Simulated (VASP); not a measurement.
# Mg2C3 (C2/m) in VASP: a series of runs

The runs below take Mg2C3 through relaxation of shape and atoms at fixed volume, with RPBE+D4, PBE+D4.

All numbers are computed with VASP 6.6.1; they aren't measurements. Logs are shortened: lines on timing, memory, paths and dates and some standing lists are left out, and cuts for length are marked.

## 1. The cell of the first run

Symmetry: C2/m, No. 12, monoclinic system. The conventional cell has a = 4.866 Å, b = 4.718 Å, c = 5.048 Å, α = 90.00°, β = 104.30°, γ = 90.00°. Within 3.5 Å of Mg (site symmetry m) lie 11 C at 2.27 to 3.48 Å and 9 Mg at 3.06 to 3.39 Å. Within 1.8 Å of C (site symmetry m) lie 1 C at 1.34 Å. Within 1.8 Å of C (site symmetry 2/m) lie 2 C at 1.34 Å.

## 2. Relaxation of shape and atoms at fixed volume, RPBE+D4 (11.23 Å³/atom)

File INCAR:

```
SYSTEM = Mg2C3
PREC = Accurate
ENCUT = 600
EDIFF = 1E-7
ISMEAR = 0
SIGMA = 0.05
LREAL = .False.
LASPH = .True.
NELM = 60
ALGO = Normal
ISIF = 4
LWAVE = .False.
LCHARG = .False.
GGA = RP
IVDW = 13
IBRION = 2
NSW = 60
EDIFFG = -0.01
```

File KPOINTS:

```
Automatic mesh
0
Gamma
  8 8 6
  0 0 0
```

File POSCAR:

```
Mg2C3
1.0
    2.4331645091     -2.3589293668     -0.0026523106
    2.4331645091      2.3589293668     -0.0026523106
   -1.2413134956      0.0000000000      4.8925537253
Mg C
2 3
Direct
    0.8099147901      0.8099147901      0.2002475344
    0.1900852099      0.1900852099      0.7997524656
    0.3003419359      0.3003419359      0.2628451688
    0.6996580641      0.6996580641      0.7371548312
    0.5000000000      0.5000000000      0.5000000000
```

Potentials or basis: VASP PAW PBE potentials, release 64 (Mg, C).

Launch:

```sh
$ cat potpaw_PBE.64/Mg/POTCAR potpaw_PBE.64/C/POTCAR > POTCAR
$ mpirun -np 1 vasp_std > vasp.out
```

OUTCAR:

```text
SYSTEM = Mg2C3
   PREC = Accurate
   ENCUT = 600
   EDIFF = 1E-7
   ISMEAR = 0
   LREAL = .False.
   LASPH = .True.
   NELM = 60
   ISIF = 4
   GGA = RP
   IVDW = 13
   IBRION = 2
   NSW = 60
   EDIFFG = -0.01

 ion  position               nearest neighbor table
   1  0.810  0.810  0.200-   4 2.27   3 2.33   3 2.38   3 2.38   5 2.39   3 2.58   5 2.83   5 2.83
                             2 3.06   2 3.07   2 3.07   2 3.13   2 3.19
   2  0.190  0.190  0.800-   3 2.27   4 2.33   4 2.38   4 2.38   5 2.39   4 2.58   5 2.83   5 2.83
                             1 3.06   1 3.07   1 3.07   1 3.13   1 3.19
   3  0.300  0.300  0.263-   5 1.34   2 2.27   1 2.33   1 2.38   1 2.38   1 2.58
   4  0.700  0.700  0.737-   5 1.34   1 2.27   2 2.33   2 2.38   2 2.38   2 2.58
   5  0.500  0.500  0.500-   3 1.34   4 1.34   1 2.39   2 2.39   2 2.83   2 2.83   1 2.83   1 2.83

  LATTYP: Found a base centered monoclinic cell.
 ALAT       =     4.8663319094
 B/A-ratio  =     0.9694897145
 C/A-ratio  =     1.0372428225
 COS(beta)  =    -0.2469795357

  Lattice vectors:

 A1 = (   2.4331645091,  -2.3589293668,  -0.0026523106)
 A2 = (   2.4331645091,   2.3589293668,  -0.0026523106)
 A3 = (  -1.2413134956,   0.0000000000,   4.8925537253)

Analysis of symmetry for initial positions (statically):
=====================================================================
 Subroutine PRICEL returns:
 Original cell was already a primitive cell.

 Routine SETGRP: Setting up the symmetry group for a
 base centered monoclinic supercell.

 Subroutine GETGRP returns: Found  4 space group operations
 (whereof  4 operations were pure point group operations)
 out of a pool of  4 trial point group operations.

The static configuration has the point symmetry C_2h.

Analysis of symmetry for dynamics (positions and initial velocities):
=====================================================================
 Subroutine PRICEL returns:
 Original cell was already a primitive cell.

 Routine SETGRP: Setting up the symmetry group for a
 base centered monoclinic supercell.

 Subroutine GETGRP returns: Found  4 space group operations
 (whereof  4 operations were pure point group operations)
 out of a pool of  4 trial point group operations.

The dynamic configuration has the point symmetry C_2h.

 Subroutine INISYM returns: Found  4 space group operations
 (whereof  4 operations are pure point group operations),
 and found     1 'primitive' translations

----------------------------------------------------------------------------------------

                                     Primitive cell

  volume of cell :      56.1477

  direct lattice vectors                    reciprocal lattice vectors
     2.433164509 -2.358929367 -0.002652311     0.205550557 -0.211960564  0.052151227
     2.433164509  2.358929367 -0.002652311     0.205550557  0.211960564  0.052151227
    -1.241313496  0.000000000  4.892553725     0.000222863  0.000000000  0.204448780

  length of vectors
     3.388929672  3.388929672  5.047567845     0.299830057  0.299830057  0.204448902

  position of ions in fractional coordinates (direct lattice)
     0.809914790  0.809914790  0.200247534
     0.190085210  0.190085210  0.799752466
     0.300341936  0.300341936  0.262845169
     0.699658064  0.699658064  0.737154831
     0.500000000  0.500000000  0.500000000

  ion indices of the primitive-cell ions
   primitive index   ion index
                 1           1
                 2           2
                 3           3
                 4           4
                 5           5

----------------------------------------------------------------------------------------

 KPOINTS: Automatic mesh

Automatic generation of k-mesh.
 Grid dimensions read from file:
 generate k-points for:    8    8    6

 Generating k-lattice:

  Cartesian coordinates                     Fractional coordinates (reciprocal lattice)
     0.025693820 -0.026495071  0.006518903     0.125000000  0.000000000  0.000000000
     0.025693820  0.026495071  0.006518903     0.000000000  0.125000000  0.000000000
     0.000037144  0.000000000  0.034074797     0.000000000  0.000000000  0.166666667

  Length of vectors
     0.037478757  0.037478757  0.034074817

  Shift w.r.t. Gamma in fractional coordinates (k-lattice)
     0.000000000  0.000000000  0.000000000

 Subroutine IBZKPT returns following result:
 ===========================================

 Found    114 irreducible k-points:

 Following reciprocal coordinates:
            Coordinates               Weight
  0.000000  0.000000  0.000000      1.000000
  0.125000  0.000000  0.000000      4.000000
  0.250000  0.000000  0.000000      4.000000
  0.375000  0.000000  0.000000      4.000000
  0.500000  0.000000  0.000000      2.000000
  0.125000  0.125000  0.000000      2.000000
[... 16 lines left out ...]
  0.125000  0.000000  0.166667      4.000000
  0.250000  0.000000  0.166667      4.000000
 [... further k-points ...]
   k-points           NKPTS =    114   k-points in BZ     NKDIM =    114   number of bands    NBANDS=     12
   number of dos      NEDOS =    301   number of ions     NIONS =      5
   total plane-waves  NPLWV =  31360
   dimension x,y,z NGX =    28 NGY =   28 NGZ =   40
   dimension x,y,z NGXF=    56 NGYF=   56 NGZF=   80
   ions per type =               2   3
   NGX,Y,Z   is equivalent  to a cutoff of  13.74, 13.74, 13.17 a.u.
   NGXF,Y,Z  is equivalent  to a cutoff of  27.47, 27.47, 26.35 a.u.
 SYSTEM =  Mg2C3
   PREC   = accura    normal or accurate (medium, high low for compatibility)
   ISTART =      0    job   : 0-new  1-cont  2-samecut
   ICHARG =      2    charge: 1-file 2-atom 10-const
   ISPIN  =      1    spin polarized calculation?
   LNONCOLLINEAR =      F non collinear calculations
   LSORBIT =      F    spin-orbit coupling
   LASPH  =      T    aspherical Exc in radial PAW
   ENCUT  =  600.0 eV  44.10 Ry    6.64 a.u.   6.77  6.77 10.08*2*pi/ulx,y,z
   NELM   =     60;   NELMIN=  2; NELMDL= -5     # of ELM steps
   EDIFF  = 0.1E-06   stopping-criterion for ELM
   LREAL  =      F    real-space projection
   EDIFFG = -.1E-01   stopping-criterion for IOM
   NSW    =     60    number of steps for IOM
   IBRION =      2    ionic relax: 0-MD 1-quasi-New 2-CG
   NFREE  =      1    steps in history (QN), initial steepest desc. (CG)
   ISIF   =      4    stress and relaxation
   ISYM   =      2    0-nonsym 1-usesym 2-fastsym
   POTIM  = 0.5000    time-step for ionic-motion
   TEBEG  =    0.0;   TEEND  =   0.0 temperature during run
   PSTRESS=    0.0 pullay stress
   NELECT =      16.0000    total number of electrons
   NUPDOWN=      -1.0000    fix difference up-down
   EMIN   =  10.00;   EMAX   =-10.00  energy-range for DOS
   EFERMI =   0.00;   METHOD = LEGACY
   ISMEAR =     0;   SIGMA  =   0.05  broadening in eV -4-tet -1-fermi 0-gaus
   EFERMI_NEDOS =   21; number of points for ismear=-14 and -15
   IALGO  =     38    algorithm
   IMIX   =      4    mixing-type and parameters
     AMIX     =   0.40;   BMIX     =  1.00
     AMIX_MAG =   1.60;   BMIX_MAG =  1.00
  volume/ion in A,a.u.               =      11.23        75.78
  Fermi-wavevector in a.u.,A,eV,Ry     =   1.077302  2.035806 15.790649  1.160580
  Thomas-Fermi vector in A             =   2.213210
   LORBIT       =      0    0 simple, 1 ext, 2 COOP (PROOUT), +10 PAW based schemes
   GGA     = RP    functional components
   LHFCALC =     F    Hartree Fock is set to
   AEXX    =    0.0000 exact exchange contribution
   IVDW    =    13    specifies the selected vdW correction
   LEPSILON=     F    determine dielectric tensor
   LRPA    =     F    only Hartree local field effects (RPA)
 conjugate gradient relaxation of ions
 non-spin polarized calculation
 Gauss-broadening in eV      SIGMA  =   0.05
  energy-cutoff  :      600.00
  volume of cell :       56.15
 maximum number of plane-waves:      1892
   NGX = 13   NGY = 13   NGZ = 21

--------------------------------------- Ionic step        1  -------------------------------------------

 number of electron      15.9999999 magnetization

 Free energy of the ion-electron system (eV)
  ---------------------------------------------------
  ext. energy  EPLUGINS =         0.00000000
  ---------------------------------------------------
  free energy    TOTEN  =       -27.95532079 eV

  energy without entropy =      -27.95532079  energy(sigma->0) =      -27.95532079

------------------------ aborting loop because EDIFF is reached ----------------------------------------

  DFT-D4 for vdW energy calculation

  Edisp (eV):   -1.60594

  FORCE on cell =-STRESS in cart. coord.  units (eV):
  Direction    XX          YY          ZZ          XY          YZ          ZX
  --------------------------------------------------------------------------------------
  -------------------------------------------------------------------------------------
  Total      -1.74013    -1.50152    -2.20704     0.00000     0.00000    -0.42269
  in kB     -49.65474   -42.84598   -62.97786     0.00000     0.00000   -12.06151
  external pressure =      -51.83 kB  Pullay stress =        0.00 kB
[... 239 lines left out ...]
  energy  without entropy=      -29.5631282498  energy(sigma->0) =      -29.56312825

--------------------------------------- Ionic step        7  -------------------------------------------

 number of electron      15.9999999 magnetization

 Free energy of the ion-electron system (eV)
  ---------------------------------------------------
  ext. energy  EPLUGINS =         0.00000000
  ---------------------------------------------------
  free energy    TOTEN  =       -27.95780182 eV

  energy without entropy =      -27.95780182  energy(sigma->0) =      -27.95780182

 E-fermi :   4.7988     XC(G=0): -10.1492

 val. band max:        4.5788177164   @ k =  -0.0000  -0.0000   0.5000
 cond. band min:       6.3221755164   @ k =   0.5000   0.5000   0.0000
 fundamental gap:      1.7433578000
 Fermi energy:         4.7988047134

 k-point     1 :       0.0000    0.0000    0.0000
  band No.  band energies     occupation
      1     -11.3952      2.00000
      2      -7.4771      2.00000
      3      -2.8156      2.00000
      4       0.5121      2.00000
      5       1.2270      2.00000
      6       1.5919      2.00000
      7       3.1303      2.00000
      8       3.8804      2.00000
      9       7.7677      0.00000
     10       8.0274      0.00000
     11       8.6688      0.00000
     12      11.8685      0.00000
[... 331 lines left out ...]
 k-point    24 :       0.2500    0.0000    0.1667
  band No.  band energies     occupation
      1     -11.0687      2.00000
      2      -7.6159      2.00000
      3      -1.7477      2.00000
      4      -1.0342      2.00000
      5       0.3042      2.00000
      6       1.1720      2.00000
      7       3.2462      2.00000
      8       4.1734      2.00000
      9       7.9187      0.00000
     10       8.7002      0.00000
     11       8.8143      0.00000
     12      11.8116      0.00000

 [... further k-points ...]

------------------------ aborting loop because EDIFF is reached ----------------------------------------

  DFT-D4 for vdW energy calculation

  Edisp (eV):   -1.60533

  FORCE on cell =-STRESS in cart. coord.  units (eV):
  Direction    XX          YY          ZZ          XY          YZ          ZX
  --------------------------------------------------------------------------------------
  -------------------------------------------------------------------------------------
  Total      -1.61558    -1.60442    -1.55391     0.00000     0.00000     0.00136
  in kB     -46.10080   -45.78232   -44.34103     0.00000     0.00000     0.03888
  external pressure =      -45.41 kB  Pullay stress =        0.00 kB
[... 20 lines left out ...]
  FREE ENERGIE OF THE ION-ELECTRON SYSTEM (eV)
  ---------------------------------------------------
  free  energy   TOTEN  =       -29.5631360524 eV

  energy  without entropy=      -29.5631360524  energy(sigma->0) =      -29.56313605

 reached required accuracy - stopping structural energy minimisation
```

Wall time 6.9 min (1 thread of Intel Xeon 8259CL, shared host); peak memory 0.25 GiB.

Results:

```yaml
Free_energy: -29.5631 eV
Energy_gained_by_relaxing: 0.4 meV/atom
Ionic_steps: 7
Pressure_after_relaxing: -4.5 GPa
Largest_force_after_relaxing: 0.007 eV/Å
Band_gap_on_the_k_mesh: 1.74 eV (least direct gap 2.36 eV)
Dispersion_energy_per_atom: -0.321 eV
```

Forces on the atoms (eV/Å):
```
Mg   0.006  0.000 -0.004
Mg  -0.006  0.000  0.004
C    0.001  0.000  0.001
C   -0.001  0.000 -0.001
C    0.000  0.000  0.000
```

The path:
```csv
step,energy change (eV),largest force (eV/Å),pressure (GPa),volume (Å³)
1,0.0000,0.2767,-5.18,56.15
2,0.0143,0.9771,-2.69,56.15
3,-0.0017,0.0381,-4.60,56.15
4,-0.0017,0.0383,-4.59,56.15
5,-0.0018,0.0245,-4.57,56.15
6,-0.0019,0.0123,-4.55,56.15
7,-0.0019,0.0075,-4.54,56.15
```

Final structure:
```
CELL_PARAMETERS angstrom
2.43367 -2.36236 -0.00667
2.43367 2.36236 -0.00667
-1.24965 0.00000 4.88652
ATOMIC_POSITIONS crystal
Mg 0.80999 0.80999 0.19946
Mg 0.19001 0.19001 0.80054
C 0.30067 0.30067 0.26313
C 0.69933 0.69933 0.73687
C 0.50000 0.50000 0.50000
```

Caveat: the PAW data sets were made with another functional, which shifts forces and pressure a little.

## 3. Relaxation of shape and atoms at fixed volume, PBE+D4 (11.23 Å³/atom)

File INCAR:

```
SYSTEM = Mg2C3
PREC     = Accurate       ! precision mode
ENCUT    = 600            ! plane-wave cutoff, eV
EDIFF    = 1E-7           ! SCF threshold, eV
ISMEAR   = 0              ! smearing method
SIGMA    = 0.05           ! smearing width, eV
LREAL    = .False.        ! projectors in reciprocal space
LASPH    = .True.         ! aspherical terms in the spheres
NELM     = 100            ! most SCF steps
ALGO     = Normal         ! electronic algorithm
ISIF     = 4              ! what is computed and relaxed
LWAVE    = .False.        ! write WAVECAR
LCHARG   = .False.        ! write CHGCAR
GGA      = PE             ! functional
IVDW     = 13             ! dispersion correction
IBRION   = 2              ! ionic algorithm
NSW      = 60             ! ionic steps
EDIFFG   = -0.01          ! ionic threshold
```

File KPOINTS:

```
regular mesh
0
Gamma
  8 8 6
  0 0 0
```

File POSCAR:

```
Mg2C3
1.0
    2.4243550947     -2.3614088289     -0.0074241732
    2.4243550947      2.3614088289     -0.0074241732
   -1.2464593054      0.0000000000      4.9089267998
Mg C
2 3
Direct
    0.8095552801      0.8095552801      0.1980128380
    0.1904447199      0.1904447199      0.8019871620
    0.3024841285      0.3024841285      0.2620731962
    0.6975158715      0.6975158715      0.7379268038
    0.5000000000      0.5000000000      0.5000000000
```

Potentials or basis: VASP PAW PBE potentials, release 64 (Mg, C).

Launch:

```sh
$ cat potpaw_PBE.64/Mg/POTCAR potpaw_PBE.64/C/POTCAR > POTCAR
$ mpirun -np 1 vasp_std > vasp.out
```

Run time: 6.4 min. Hardware: 1 thread of Intel Xeon 8259CL, shared host; peak memory 0.25 GiB.

The run converged. Its results:

- Free energy: -30.3574 eV
- Energy gained by relaxing: 0.4 meV/atom
- Ionic steps: 6
- Pressure after relaxing: -4.4 GPa
- Largest force after relaxing: 0.007 eV/Å
- Band gap on the k mesh: 1.63 eV (least direct gap 2.27 eV)
- Dispersion energy per atom: -0.148 eV

Forces in eV/Å, atoms in the order of the input:
```
Mg   0.006  0.000 -0.004
Mg  -0.006  0.000  0.004
C    0.003  0.000  0.000
C   -0.003  0.000  0.000
C    0.000  0.000  0.000
```

Stress tensor (GPa, compression positive):
```
-4.52  0.00  0.00
 0.00 -4.48  0.00
 0.00  0.00 -4.29
```

The path:
| step | energy change (eV) | largest force (eV/Å) | pressure (GPa) | volume (Å³) |
| --- | --- | --- | --- | --- |
| 1 | 0.0000 | 0.2915 | -5.11 | 56.16 |
| 2 | 0.0158 | 1.0341 | -2.47 | 56.16 |
| 3 | -0.0018 | 0.0391 | -4.50 | 56.16 |
| 4 | -0.0018 | 0.0393 | -4.49 | 56.16 |
| 5 | -0.0020 | 0.0255 | -4.46 | 56.16 |
| 6 | -0.0020 | 0.0073 | -4.43 | 56.16 |

Final structure:
```yaml
crystal:
  lattice:
    - [2.42468, -2.36502, -0.01156]
    - [2.42468, 2.36502, -0.01156]
    - [-1.25502, 0.00000, 4.90296]
  atoms:
    - { symbol: Mg, position: [0.80958, 0.80958, 0.19716] }
    - { symbol: Mg, position: [0.19042, 0.19042, 0.80284] }
    - { symbol: C, position: [0.30288, 0.30288, 0.26236] }
    - { symbol: C, position: [0.69712, 0.69712, 0.73764] }
    - { symbol: C, position: [0.50000, 0.50000, 0.50000] }
```

Levels at points of the mesh, in eV from the valence-band top:
```csv
k point,band 6,band 7,band 8,band 9,band 10,band 11
"(0.00, 0.00, 0.00)",-3.05,-1.46,-0.71,3.04,3.39,4.11
"(0.50, 0.00, 0.00)",-3.25,-3.16,-0.15,3.00,4.43,5.99
"(0.50, 0.50, 0.00)",-3.79,-2.44,-1.22,1.63,1.84,2.97
"(0.00, 0.00, 0.50)",-3.58,-0.97,0.00,3.11,3.44,3.71
"(0.50, 0.00, 0.50)",-3.21,-1.39,-0.24,2.03,3.84,5.58
"(0.50, 0.50, 0.50)",-3.99,-2.95,-2.04,1.97,3.19,5.34
```

A k mesh can miss the band edges.
